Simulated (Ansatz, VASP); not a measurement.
BP in VASP and in Ansatz

```xyz
2
Lattice="2.2601 2.2601 0.0000 -2.2601 2.2601 0.0000 0.0000 2.2601 2.2601" Properties=species:S:1:pos:R:3 pbc="T T T"
B     0.0000    0.0000    0.0000
P     1.1300    3.3901    1.1300
```

Change from the starting cell: unstrained.

Alike in both runs: task single point; functional PBEsol; k mesh 8 × 8 × 8; no spin polarisation.

|  | VASP | Ansatz |
| --- | --- | --- |
| version | VASP 6.6.1 | Ansatz 0.2.0 |
| potentials or method | VASP PAW PBE potentials, release 64 (B, P), cutoff 520 eV | all-electron LAPW, scalar-relativistic |
| occupations | gaussian, width 0.01 eV | fixed |

VASP gave:

- gap on the k mesh at the Fermi level (eV): 1.15
- pressure (GPa): 0.1

Q: What did Ansatz give for the same quantities?

A: gap on the k mesh at the Fermi level (eV): 1.16; pressure (GPa): 0.0.

VASP's potentials were made for PBE, not for PBEsol. Ansatz ran all-electron here, and VASP with PAW potentials.
